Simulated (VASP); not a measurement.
# Al (P6/mmm) in VASP: a series of runs

The runs below take Al through single point, relaxation of cell and atoms, with PBE.

Program: VASP 6.6.1. These are calculated values, not measurements. Logs are shortened: lines on timing, memory, paths and dates and some standing lists are left out, and cuts for length are marked.

## 1. The cell of the first run

Symmetry: P6/mmm, No. 191, hexagonal system. The conventional cell has a = 2.464 Å, b = 2.464 Å, c = 2.437 Å, α = 90.00°, β = 90.00°, γ = 120.00°. Al (site symmetry 6/mmm) has 8 Al at 2.44 to 2.46 Å within 3.2 Å.

## 2. Single point, PBE

Input file INCAR:

```
SYSTEM = Al
PREC = Accurate
ENCUT = 520
EDIFF = 1E-6
ISMEAR = -1
SIGMA = 0.1
LREAL = .False.
LASPH = .True.
NELM = 80
ALGO = Normal
ISIF = 2
LWAVE = .False.
LCHARG = .False.
GGA = PE
NBANDS = 8
```

Input file KPOINTS:

```
regular mesh
0
Gamma
  18 18 16
  0 0 0
```

Input file POSCAR:

```
Al
1.0
    2.4636811795      0.0000000000      0.0000000000
   -1.2318405897      2.1336104883      0.0000000000
    0.0000000000      0.0000000000      2.4373823683
Al
1
Direct
    0.0000000000      0.0000000000      0.0000000000
```

Potentials or basis: VASP PAW PBE potentials, release 64 (Al).

Command:

```sh
$ cat potpaw_PBE.64/Al/POTCAR > POTCAR
$ mpirun -np 1 vasp_std > vasp.out
```

OUTCAR:

```text
SYSTEM = Al
   PREC = Accurate
   ENCUT = 520
   EDIFF = 1E-6
   ISMEAR = -1
   LREAL = .False.
   LASPH = .True.
   NELM = 80
   ISIF = 2
   GGA = PE

 ion  position               nearest neighbor table
   1  0.000  0.000  0.000-

  LATTYP: Found a hexagonal cell.
 ALAT       =     2.4636811795
 C/A-ratio  =     0.9893254000

  Lattice vectors:

 A1 = (   2.4636811795,   0.0000000000,   0.0000000000)
 A2 = (  -1.2318405897,   2.1336104883,   0.0000000000)
 A3 = (   0.0000000000,   0.0000000000,   2.4373823683)

Analysis of symmetry for initial positions (statically):
=====================================================================
 Subroutine PRICEL returns:
 Original cell was already a primitive cell.

 Routine SETGRP: Setting up the symmetry group for a
 hexagonal supercell.

 Subroutine GETGRP returns: Found 24 space group operations
 (whereof 24 operations were pure point group operations)
 out of a pool of 24 trial point group operations.

The static configuration has the point symmetry D_6h.

Analysis of symmetry for dynamics (positions and initial velocities):
=====================================================================
 Subroutine PRICEL returns:
 Original cell was already a primitive cell.

 Routine SETGRP: Setting up the symmetry group for a
 hexagonal supercell.

 Subroutine GETGRP returns: Found 24 space group operations
 (whereof 24 operations were pure point group operations)
 out of a pool of 24 trial point group operations.

The dynamic configuration has the point symmetry D_6h.

 Subroutine INISYM returns: Found 24 space group operations
 (whereof 24 operations are pure point group operations),
 and found     1 'primitive' translations

----------------------------------------------------------------------------------------

                                     Primitive cell

  volume of cell :      12.8122

  direct lattice vectors                    reciprocal lattice vectors
     2.463681179  0.000000000  0.000000000     0.405896675  0.234344555  0.000000000
    -1.231840590  2.133610488  0.000000000     0.000000000  0.468689110  0.000000000
     0.000000000  0.000000000  2.437382368     0.000000000  0.000000000  0.410276210

  length of vectors
     2.463681179  2.463681179  2.437382368     0.468689110  0.468689110  0.410276210

[... 77 lines left out ...]
   NELM   =     80;   NELMIN=  2; NELMDL= -5     # of ELM steps
   EDIFF  = 0.1E-05   stopping-criterion for ELM
   LREAL  =      F    real-space projection
   EDIFFG = 0.1E-04   stopping-criterion for IOM
   NSW    =      0    number of steps for IOM
   IBRION =     -1    ionic relax: 0-MD 1-quasi-New 2-CG
   NFREE  =      0    steps in history (QN), initial steepest desc. (CG)
   ISIF   =      2    stress and relaxation
   ISYM   =      2    0-nonsym 1-usesym 2-fastsym
   POTIM  = 0.5000    time-step for ionic-motion
   TEBEG  =    0.0;   TEEND  =   0.0 temperature during run
   PSTRESS=    0.0 pullay stress
   NELECT =       3.0000    total number of electrons
   NUPDOWN=      -1.0000    fix difference up-down
   EMIN   =  10.00;   EMAX   =-10.00  energy-range for DOS
   EFERMI =   0.00;   METHOD = LEGACY
   ISMEAR =    -1;   SIGMA  =   0.10  broadening in eV -4-tet -1-fermi 0-gaus
   EFERMI_NEDOS =   21; number of points for ismear=-14 and -15
   IALGO  =     38    algorithm
   IMIX   =      4    mixing-type and parameters
     AMIX     =   0.40;   BMIX     =  1.00
     AMIX_MAG =   1.60;   BMIX_MAG =  1.00
  volume/ion in A,a.u.               =      12.81        86.46
  Fermi-wavevector in a.u.,A,eV,Ry     =   1.009038  1.906805 13.852874  1.018157
  Thomas-Fermi vector in A             =   2.141942
   LORBIT       =      0    0 simple, 1 ext, 2 COOP (PROOUT), +10 PAW based schemes
   GGA     = PE    functional components
   LHFCALC =     F    Hartree Fock is set to
   AEXX    =    0.0000 exact exchange contribution
   IVDW    =     0    specifies the selected vdW correction
   LEPSILON=     F    determine dielectric tensor
   LRPA    =     F    only Hartree local field effects (RPA)
 non-spin polarized calculation
  energy-cutoff  :      520.00
  volume of cell :       12.81
 maximum number of plane-waves:       360
   NGX =  9   NGY =  9   NGZ =  9

 number of electron       3.0000000 magnetization

 Free energy of the ion-electron system (eV)
  ---------------------------------------------------
  ext. energy  EPLUGINS =         0.00000000
  ---------------------------------------------------
  free energy    TOTEN  =        -2.80161274 eV

  energy without entropy =       -2.78791475  energy(sigma->0) =       -2.79476374

 E-fermi :  10.6796     XC(G=0): -11.1232

 val. band max:       10.6512733364   @ k =   0.3889   0.0556   0.3125
 cond. band min:      10.6855323618   @ k =   0.3333   0.3333   0.3750
 fundamental gap:      0.0342590254
 Fermi energy:        10.6796349739

 k-point     1 :       0.0000    0.0000    0.0000
  band No.  band energies     occupation
      1      -2.1174      2.00000
      2      19.1181      0.00000
      3      21.4236      0.00000
      4      25.7784      0.00000
      5      25.7784      0.00000
      6      28.5559      0.00000
      7      28.5559      0.00000
      8      30.2651      0.00000
[... 243 lines left out ...]
 k-point    24 :       0.3889    0.1111    0.0000
  band No.  band energies     occupation
      1       4.3395      2.00000
      2       7.8582      2.00000
      3      15.9437      0.00000
      4      24.3627      0.00000
      5      26.4475      0.00000
      6      30.0787      0.00000
      7      30.3695      0.00000
      8      34.3362      0.00000

 [... further k-points ...]

------------------------ aborting loop because EDIFF is reached ----------------------------------------

  FORCE on cell =-STRESS in cart. coord.  units (eV):
  Direction    XX          YY          ZZ          XY          YZ          ZX
  --------------------------------------------------------------------------------------
  -------------------------------------------------------------------------------------
  Total        4.3257952      4.3257952      4.3272338      0.0000000     -0.0000000      0.0000000
  in kB      540.9451413    540.9451413    541.1250460      0.0000000     -0.0000000      0.0000000
  external PRESSURE =     541.0051095 kB  Pullay stress =       0.0000000 kB

 VOLUME and BASIS-vectors are now :
 -----------------------------------------------------------------------------
  energy-cutoff  :      520.00
  volume of cell :       12.81
      direct lattice vectors                 reciprocal lattice vectors
     2.463681179  0.000000000  0.000000000     0.405896675  0.234344555  0.000000000
    -1.231840590  2.133610488  0.000000000     0.000000000  0.468689110  0.000000000
     0.000000000  0.000000000  2.437382368     0.000000000  0.000000000  0.410276210

 POSITION                                       TOTAL-FORCE (eV/Angst)
 -----------------------------------------------------------------------------------
      0.00000      0.00000      0.00000         0.000000      0.000000      0.000000
 -----------------------------------------------------------------------------------
    total drift:                               -0.000000      0.000000      0.000000

  FREE ENERGIE OF THE ION-ELECTRON SYSTEM (eV)
  ---------------------------------------------------
  free  energy   TOTEN  =        -2.8016127414 eV

  energy  without entropy=       -2.7879147483  energy(sigma->0) =       -2.79476374
```

OSZICAR:

```text
N       E                     dE             d eps       ncg     rms          rms(c)
DAV:   1    -0.117711652418E+01   -0.11771E+01   -0.97437E+02  5368   0.215E+02
DAV:   2    -0.283621347547E+01   -0.16591E+01   -0.16065E+01  7552   0.210E+01
DAV:   3    -0.284300060377E+01   -0.67871E-02   -0.67815E-02  6648   0.152E+00
DAV:   4    -0.284301745903E+01   -0.16855E-04   -0.16856E-04  8088   0.642E-02
DAV:   5    -0.284301751027E+01   -0.51236E-07   -0.51357E-07  6840   0.213E-03    0.196E+00
DAV:   6    -0.281668630047E+01    0.26331E-01   -0.60117E-03  6824   0.252E-01    0.114E+00
DAV:   7    -0.280174929107E+01    0.14937E-01   -0.11359E-02  6544   0.373E-01    0.142E-01
DAV:   8    -0.280163323340E+01    0.11606E-03   -0.30577E-04  7152   0.859E-02    0.448E-02
DAV:   9    -0.280161344119E+01    0.19792E-04   -0.15364E-05  7312   0.203E-02    0.325E-02
DAV:  10    -0.280161274141E+01    0.69979E-06   -0.24079E-07  5864   0.247E-03
   1 F= -.28016127E+01 E0= -.27947637E+01  d E =-.136980E-01
```

stdout:

```text
POSCAR found type information on POSCAR Al
 POSCAR found :  1 types and       1 ions
 scaLAPACK will be used
 LDA part: xc-table for (Slater+PW92), standard interpolation
 POSCAR, INCAR and KPOINTS ok, starting setup
 FFT: planning ... GRIDC
 FFT: planning ... GRID_SOFT
 FFT: planning ... GRID
 WAVECAR not read
 entering main loop
```

Wall time 11 s (1 thread of Intel Xeon Platinum 8488C (Sapphire Rapids), shared host); peak memory 0.13 GiB.

Results:

```yaml
Free_energy: -2.8016 eV
Pressure: 54.1 GPa
```

## 3. Single point, PBE

Input file INCAR:

```
  PREC = Accurate
  ENCUT = 520
  EDIFF = 1E-7
  ISMEAR = -1
  SIGMA = 0.1
  LREAL = False
  LASPH = True
  NELM = 100
  ALGO = Normal
  ISIF = 2
  LWAVE = False
  LCHARG = True
  GGA = PE
  LELF = True
  LVHAR = True
  NBANDS = 8
```

Input file KPOINTS:

```
regular mesh
0
Gamma
  18 18 16
```

Input file POSCAR:

```
Al
1.0
    2.4627423586      0.0000000000      0.0000000000
   -1.2313711793      2.1327974455      0.0000000000
    0.0000000000      0.0000000000      2.4364732658
Al
1
Direct
    0.0000000000      0.0000000000      0.0000000000
```

Potentials or basis: VASP PAW PBE potentials, release 64 (Al).

Command:

```sh
$ cat potpaw_PBE.64/Al/POTCAR > POTCAR
$ mpirun -np 1 vasp_std > vasp.out
```

OUTCAR:

```text
PREC = Accurate
   ENCUT = 520
   EDIFF = 1E-7
   ISMEAR = -1
   LREAL = False
   LASPH = True
   NELM = 100
   ISIF = 2
   GGA = PE

 ion  position               nearest neighbor table
   1  0.000  0.000  0.000-

  LATTYP: Found a hexagonal cell.
 ALAT       =     2.4627423586
 C/A-ratio  =     0.9893333979

  Lattice vectors:

 A1 = (   2.4627423586,   0.0000000000,   0.0000000000)
 A2 = (  -1.2313711793,   2.1327974455,   0.0000000000)
 A3 = (   0.0000000000,   0.0000000000,   2.4364732658)

Analysis of symmetry for initial positions (statically):
=====================================================================
 Subroutine PRICEL returns:
 Original cell was already a primitive cell.

 Routine SETGRP: Setting up the symmetry group for a
 hexagonal supercell.

 Subroutine GETGRP returns: Found 24 space group operations
 (whereof 24 operations were pure point group operations)
 out of a pool of 24 trial point group operations.

The static configuration has the point symmetry D_6h.

Analysis of symmetry for dynamics (positions and initial velocities):
=====================================================================
 Subroutine PRICEL returns:
 Original cell was already a primitive cell.

 Routine SETGRP: Setting up the symmetry group for a
 hexagonal supercell.

 Subroutine GETGRP returns: Found 24 space group operations
 (whereof 24 operations were pure point group operations)
 out of a pool of 24 trial point group operations.

The dynamic configuration has the point symmetry D_6h.

 Subroutine INISYM returns: Found 24 space group operations
 (whereof 24 operations are pure point group operations),
 and found     1 'primitive' translations
[... 101 lines left out ...]
   POTIM  = 0.5000    time-step for ionic-motion
   TEBEG  =    0.0;   TEEND  =   0.0 temperature during run
   PSTRESS=    0.0 pullay stress
   NELECT =       3.0000    total number of electrons
   NUPDOWN=      -1.0000    fix difference up-down
   EMIN   =  10.00;   EMAX   =-10.00  energy-range for DOS
   EFERMI =   0.00;   METHOD = LEGACY
   ISMEAR =    -1;   SIGMA  =   0.10  broadening in eV -4-tet -1-fermi 0-gaus
   EFERMI_NEDOS =   21; number of points for ismear=-14 and -15
   IALGO  =     38    algorithm
   IMIX   =      4    mixing-type and parameters
     AMIX     =   0.40;   BMIX     =  1.00
     AMIX_MAG =   1.60;   BMIX_MAG =  1.00
  volume/ion in A,a.u.               =      12.80        86.36
  Fermi-wavevector in a.u.,A,eV,Ry     =   1.009420  1.907527 13.863363  1.018928
  Thomas-Fermi vector in A             =   2.142347
   LORBIT       =      0    0 simple, 1 ext, 2 COOP (PROOUT), +10 PAW based schemes
   GGA     = PE    functional components
   LHFCALC =     F    Hartree Fock is set to
   AEXX    =    0.0000 exact exchange contribution
   IVDW    =     0    specifies the selected vdW correction
   LEPSILON=     F    determine dielectric tensor
   LRPA    =     F    only Hartree local field effects (RPA)
 non-spin polarized calculation
  energy-cutoff  :      520.00
  volume of cell :       12.80
 maximum number of plane-waves:       360
   NGX =  9   NGY =  9   NGZ =  9

 number of electron       3.0000000 magnetization

 Free energy of the ion-electron system (eV)
  ---------------------------------------------------
  ext. energy  EPLUGINS =         0.00000000
  ---------------------------------------------------
  free energy    TOTEN  =        -2.79669035 eV

  energy without entropy =       -2.78299992  energy(sigma->0) =       -2.78984514

 E-fermi :  10.6944     XC(G=0): -11.1277

 val. band max:       10.6662377833   @ k =   0.3889   0.0556   0.3125
 cond. band min:      10.6991236619   @ k =   0.3333   0.3333   0.3750
 fundamental gap:      0.0328858785
 Fermi energy:        10.6943767780

 k-point     1 :       0.0000    0.0000    0.0000
  band No.  band energies     occupation
      1      -2.1117      2.00000
      2      19.1350      0.00000
      3      21.4473      0.00000
      4      25.8005      0.00000
      5      25.8005      0.00000
      6      28.5884      0.00000
      7      28.5884      0.00000
      8      30.2897      0.00000
[... 243 lines left out ...]
 k-point    24 :       0.3889    0.1111    0.0000
  band No.  band energies     occupation
      1       4.3495      2.00000
      2       7.8712      2.00000
      3      15.9621      0.00000
      4      24.3861      0.00000
      5      26.4716      0.00000
      6      30.1098      0.00000
      7      30.3968      0.00000
      8      34.3706      0.00000

 [... further k-points ...]
[... 5 lines left out ...]
  --------------------------------------------------------------------------------------
  -------------------------------------------------------------------------------------
  Total        4.3441638      4.3441638      4.3431577      0.0000000     -0.0000000     -0.0000000
  in kB      543.8592635    543.8592635    543.7333034      0.0000000     -0.0000000     -0.0000000
  external PRESSURE =     543.8172768 kB  Pullay stress =       0.0000000 kB

 VOLUME and BASIS-vectors are now :
 -----------------------------------------------------------------------------
  energy-cutoff  :      520.00
  volume of cell :       12.80
      direct lattice vectors                 reciprocal lattice vectors
     2.462742359  0.000000000  0.000000000     0.406051407  0.234433889  0.000000000
    -1.231371179  2.132797446  0.000000000     0.000000000  0.468867778  0.000000000
     0.000000000  0.000000000  2.436473266     0.000000000  0.000000000  0.410429293

 POSITION                                       TOTAL-FORCE (eV/Angst)
 -----------------------------------------------------------------------------------
      0.00000      0.00000      0.00000         0.000000      0.000000      0.000000
 -----------------------------------------------------------------------------------
    total drift:                                0.000000      0.000000      0.000000

  FREE ENERGIE OF THE ION-ELECTRON SYSTEM (eV)
  ---------------------------------------------------
  free  energy   TOTEN  =        -2.7966903526 eV

  energy  without entropy=       -2.7829999214  energy(sigma->0) =       -2.78984514
```

OSZICAR:

```text
N       E                     dE             d eps       ncg     rms          rms(c)
DAV:   1    -0.115623009641E+01   -0.11562E+01   -0.93457E+02  5376   0.210E+02
DAV:   2    -0.283120474872E+01   -0.16750E+01   -0.16067E+01  7552   0.209E+01
DAV:   3    -0.283824410908E+01   -0.70394E-02   -0.70372E-02  6656   0.154E+00
DAV:   4    -0.283826336535E+01   -0.19256E-04   -0.19257E-04  7904   0.676E-02
DAV:   5    -0.283826344558E+01   -0.80238E-07   -0.80825E-07  6824   0.269E-03    0.196E+00
DAV:   6    -0.281182306270E+01    0.26440E-01   -0.60292E-03  6840   0.253E-01    0.114E+00
DAV:   7    -0.279682770851E+01    0.14995E-01   -0.11388E-02  6584   0.373E-01    0.143E-01
DAV:   8    -0.279671125634E+01    0.11645E-03   -0.30256E-04  7136   0.855E-02    0.452E-02
DAV:   9    -0.279669104663E+01    0.20210E-04   -0.15428E-05  7296   0.204E-02    0.324E-02
DAV:  10    -0.279669034378E+01    0.70285E-06   -0.24160E-07  7352   0.247E-03    0.322E-04
DAV:  11    -0.279669035264E+01   -0.88652E-08   -0.22225E-09  4512   0.333E-04
   1 F= -.27966904E+01 E0= -.27898451E+01  d E =-.136904E-01
```

It took 13 s on 1 thread of Intel Xeon Platinum 8488C (Sapphire Rapids), shared host; peak memory 0.13 GiB.

Results:

```
Free energy : -2.7967 eV
Pressure    : 54.4 GPa
```

Levels at points of the mesh, in eV from the Fermi level:
```csv
k point,band 1,band 2,band 3,band 4,band 5
"(0.00, 0.00, 0.00)",-12.81,8.44,10.75,15.11,15.11
"(0.50, 0.00, 0.00)",-5.46,-4.42,8.76,10.10,16.13
"(0.00, 0.00, 0.50)",-6.97,-6.55,18.17,18.17,20.45
"(0.50, 0.00, 0.50)",-0.74,0.60,1.34,2.18,14.95
```

## 4. Relaxation of cell and atoms, PBE, target pressure 54 GPa, at which the enthalpy is minimised

Input file INCAR:

```
SYSTEM = Al
ALGO = Normal
EDIFF = 1E-7
EDIFFG = -0.005
ENCUT = 600
GGA = PE
IBRION = 2
ISIF = 3
ISMEAR = -1
LASPH = .TRUE.
LCHARG = .FALSE.
LREAL = .FALSE.
LWAVE = .FALSE.
NELM = 80
NSW = 32
PREC = Accurate
PSTRESS = 540.0
SIGMA = 0.1
```

Input file KPOINTS:

```
k-points
0
G
  18 18 16
  0 0 0
```

Input file POSCAR:

```
Al
1.0
    2.4636811796      0.0000000000      0.0000000000
   -1.2318405898      2.1336104883      0.0000000000
    0.0000000000      0.0000000000      2.4373823683
Al
1
Direct
    0.0000000000      0.0000000000      0.0000000000
```

Command:

```sh
$ cat potpaw_PBE.64/Al/POTCAR > POTCAR
$ mpirun -np 1 vasp_std > vasp.out
```

Run time: 14 s. Hardware: 1 thread of Intel Xeon Platinum 8488C (Sapphire Rapids), shared host; peak memory 0.14 GiB.

The run converged. Its results:

```yaml
Free_energy: -2.8034 eV
Relaxed_volume: 12.82 Å³/atom
Relaxed_cell: a = 2.464 Å, b = 2.464 Å, c = 2.438 Å, α = 90.00°, β = 90.00°, γ = 120.00°
Space_group_after_relaxing_to_0.05_Å: P6/mmm (No. 191)
Energy_change_on_relaxing_the_enthalpy_is_what_falls: -1.6 meV/atom
Ionic_steps: 3
Pressure_after_relaxing: 54.0 GPa
```

Step by step:
```tsv
step	energy change (eV)	largest force (eV/Å)	pressure (GPa)	volume (Å³)
1	0.0000	0.0000	54.10	12.81
2	-0.0049	0.0000	53.82	12.83
3	-0.0016	0.0000	54.00	12.82
```

Final structure:
```xyz
1
Lattice="2.4640 0.0000 0.0000 -1.2320 2.1338 0.0000 0.0000 0.0000 2.4377" Properties=species:S:1:pos:R:3 pbc="T T T"
Al    0.0000    0.0000    0.0000
```

Levels at points of the mesh, in eV from the Fermi level:
| k point | band 1 | band 2 | band 3 | band 4 | band 5 |
| --- | --- | --- | --- | --- | --- |
| (0.00, 0.00, 0.00) | -12.79 | 8.44 | 10.74 | 15.10 | 15.10 |
| (0.50, 0.00, 0.00) | -5.46 | -4.41 | 8.75 | 10.09 | 16.12 |
| (0.00, 0.00, 0.50) | -6.97 | -6.54 | 18.15 | 18.15 | 20.43 |
| (0.50, 0.00, 0.50) | -0.74 | 0.60 | 1.35 | 2.17 | 14.94 |

Caveat: the cell is relaxed towards a set pressure, so the enthalpy falls and the energy may rise.

## 5. Overview

| task | cell | cutoff (eV) | gap on the mesh (eV) | pressure (GPa) |
| --- | --- | --- | --- | --- |
| single point | a = 2.464, b = 2.464, c = 2.437 Å, angles 90.0, 90.0, 120.0°, 1 atom | 520 | none | 54.1 |
| single point | a = 2.463, b = 2.463, c = 2.436 Å, angles 90.0, 90.0, 120.0°, 1 atom | 520 | none | 54.4 |
| relaxation of cell and atoms | relaxed to 54 GPa from a = 2.464, b = 2.464, c = 2.437 Å, angles 90.0, 90.0, 120.0°, 1 atom | 600 | none | 54.0 |

Alike in all rows: level PBE; potentials or basis VASP PAW PBE potentials, release 64 (Al); no spin polarisation; k mesh 18 × 18 × 16; smearing fermi-dirac 0.1 eV.

Caveats: the cell is relaxed towards a set pressure, so the enthalpy falls and the energy may rise (some runs).

Total energies depend on the potentials used, so only differences within one code and one set of settings carry meaning.
